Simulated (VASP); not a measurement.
Input of a VASP 6.6.1 run:

Contents of POSCAR:

```
Au
1.0
    0.0000000000      2.0644817750      2.0644817750
    2.0644817750      0.0000000000      2.0644817750
    2.0644817750      2.0644817750      0.0000000000
Au
1
Direct
    0.0000000000      0.0000000000      0.0000000000
```

INCAR.step1

```
SYSTEM = Au
  PREC = Accurate
  ENCUT = 520
  ISMEAR = 1
  SIGMA = 0.1
  LREAL = .False.
  LASPH = .True.
  NELM = 100
  NBANDS = 12
  GGA = PE
  ALGO = Normal
  EDIFF = 1E-4
  LWAVE = .True.
  LCHARG = .False.
```

Contents of INCAR.step2:

```
SYSTEM = Au
  PREC = Accurate
  ENCUT = 520
  EDIFF = 1E-7
  ISMEAR = 1
  SIGMA = 0.1
  LREAL = .False.
  LASPH = .True.
  NELM = 100
  ALGO = Normal
  ISIF = 2
  LWAVE = .False.
  LCHARG = .False.
  METAGGA = R2SCAN
  LMIXTAU = .True.
  NBANDS = 12
  ISTART = 1
```

KPOINTS

```
regular mesh
0
Gamma
  10 10 10
  0 0 0
```

Potentials or basis: VASP PAW PBE potentials, release 64 (Au).

The run is started by

```bash
$ cat potpaw_PBE.64/Au/POTCAR > POTCAR
$ cp INCAR.step1 INCAR
$ mpirun -np 1 vasp_std > vasp.out
$ cp INCAR.step2 INCAR
$ mpirun -np 1 vasp_std > vasp.out
```

**Question.** What does it give for the band gap on the k mesh?

**Answer.** Zero (an odd number of electrons rules out a gap without spin polarisation).

**Question.** Estimate the pressure.

**Answer.** 0.3 GPa.

Caveat: the PAW data sets were made with another functional, which shifts forces and pressure a little; spin-orbit coupling is left out, which moves the levels of the heavy elements.
